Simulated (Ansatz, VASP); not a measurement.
# One calculation of AlCo, two programs

INCAR

```
ALGO     = Fast           # electronic algorithm
EDIFF    = 1E-7           # SCF threshold, eV
ENCUT    = 520            # plane-wave cutoff, eV
GGA      = PE             # functional
ISIF     = 2              # what is computed and relaxed
ISMEAR   = 0              # smearing method
LASPH    = T              # aspherical terms in the spheres
LCHARG   = F              # write CHGCAR
LREAL    = F              # projectors in reciprocal space
LWAVE    = F              # write WAVECAR
NBANDS   = 13             # bands
NELM     = 80             # most SCF steps
PREC     = Accurate       # precision mode
SIGMA    = 0.15           # smearing width, eV
```

KPOINTS

```
k-points
0
Gamma
  22 22 22
```

File POSCAR:

```
AlCo
1.0
    2.7093072762      0.0000000000      0.0000000000
    0.0000000000      2.7093072762      0.0000000000
    0.0000000000      0.0000000000      2.9944975158
Al Co
1 1
Direct
    0.0000000000      0.0000000000      0.0000000000
    0.5000000000      0.5000000000      0.5000000000
```

Input for Ansatz:

```yaml
crystal:
  lattice:
    - [2.7093072762, 0.0, 0.0]
    - [0.0, 2.7093072762, 0.0]
    - [0.0, 0.0, 2.9944975158]
  atoms:
    - { symbol: Al, position: [0.0, 0.0, 0.0] }
    - { symbol: Co, position: [0.5, 0.5, 0.5] }
basis:
  ecutwfc: 420
kpoints:
  mp_grid: { grid: [22, 22, 22] }
hamiltonian:
  xc: pbe
scf:
  occupations: { method: gaussian, width: 0.15 }
output:
  forces: true
  stress: true
  eigenvalues: true
```

Change from the starting cell: strain -0.050 along x and y, +0.050 along z, atoms carried along.

Alike in both runs: task single point; functional PBE; k mesh 22 × 22 × 22; occupations gaussian, width 0.15 eV; no spin polarisation.

|  | VASP | Ansatz |
| --- | --- | --- |
| version | VASP 6.6.1 | Ansatz 0.2.0 |
| potentials or method | VASP PAW PBE potentials, release 64 (Al, Co), cutoff 520 eV | scalar-relativistic, plane waves, PAW |
| valence electrons in the cell | 12 | 20 |

|  | VASP | Ansatz | Ansatz less VASP |
| --- | --- | --- | --- |
| gap on the k mesh at the Fermi level (eV) | none | none | - |
| pressure (GPa) | 12.0 | 12.1 | +0.10 |
| traceless stress, the component that is largest in VASP (GPa) | -8.71 | -8.71 | -0.003 |

A gap of «none» marks a metal or a gap that the smearing closes. VASP's potentials hold 12 valence electrons a cell and Ansatz's 20, so a difference there can come from the potentials and not from the codes.
